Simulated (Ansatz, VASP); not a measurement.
# Ga4BAs3 in VASP and in Ansatz

INCAR

```
  PREC = Accurate
  ENCUT = 600
  EDIFF = 1E-7
  ISMEAR = 0
  SIGMA = 0.2
  LREAL = False
  LASPH = True
  NELM = 60
  ALGO = Normal
  ISIF = 3
  LWAVE = False
  LCHARG = False
  GGA = PE
  IBRION = 2
  NSW = 36
  EDIFFG = -0.08
```

Contents of KPOINTS:

```
regular mesh
0
Gamma
  4 4 4
```

POSCAR

```
Ga4BAs3
1.0
   -2.6350000000      2.6350000000      5.2700000000
    2.6350000000     -2.6350000000      5.2700000000
    2.6350000000      2.6350000000     -5.2700000000
Ga B As
4 1 3
Direct
    0.1170000000      0.1170000000      0.4700000000
    0.6470000000      0.6470000000      0.5300000000
    0.3530000000      0.8830000000      0.0000000000
    0.8830000000      0.3530000000      0.0000000000
    0.0000000000      0.0000000000      0.0000000000
    0.2500000000      0.7500000000      0.5000000000
    0.7500000000      0.2500000000      0.5000000000
    0.5000000000      0.5000000000      0.0000000000
```

Input for Ansatz:

```yaml
crystal:
  lattice:
    - [-2.635, 2.635, 5.27]
    - [2.635, -2.635, 5.27]
    - [2.635, 2.635, -5.27]
  atoms:
    - { symbol: Ga, position: [0.117, 0.117, 0.47] }
    - { symbol: Ga, position: [0.647, 0.647, 0.53] }
    - { symbol: Ga, position: [0.353, 0.883, 0.0] }
    - { symbol: Ga, position: [0.883, 0.353, 0.0] }
    - { symbol: B, position: [0.0, 0.0, 0.0] }
    - { symbol: As, position: [0.25, 0.75, 0.5] }
    - { symbol: As, position: [0.75, 0.25, 0.5] }
    - { symbol: As, position: [0.5, 0.5, 0.0] }
basis:
  ecutwfc: 420
kpoints:
  mp_grid: { grid: [4, 4, 4] }
hamiltonian:
  xc: pbe
scf:
  occupations: { method: gaussian, width: 0.2 }
  lower_state_search: "off"
output:
  forces: true
  stress: true
  eigenvalues: true
relax:
  adjacent_minimum: "off"
  f_tol: 0.08
  max_steps: 16
  cell: { stress_tol: 0.8 }
```

Alike in both runs: task relaxation of cell and atoms; functional PBE; k mesh 4 × 4 × 4; occupations gaussian, width 0.2 eV; no spin polarisation.

|  | VASP | Ansatz |
| --- | --- | --- |
| version | VASP 6.6.1 | Ansatz 0.2.0 |
| potentials or method | VASP PAW PBE potentials, release 64 (Ga_d, B, As), cutoff 600 eV | scalar-relativistic, plane waves, PAW |
| valence electrons in the cell | 70 | 100 |

```csv
,VASP,Ansatz,Ansatz less VASP
"gap on the k mesh at the Fermi level, each at its own relaxed structure (eV)",none,none,-
relaxed volume (Å³/atom),21.03,21.09,+0.052
relaxed length of the cell vector where the two differ most in proportion (Å),6.761,6.758,-0.0038
```

A gap of «none» marks a metal or a gap that the smearing closes. VASP's potentials hold 70 valence electrons a cell and Ansatz's 100, so a difference there can come from the potentials and not from the codes.

The k mesh is coarse, so the values compare programs but aren't converged.
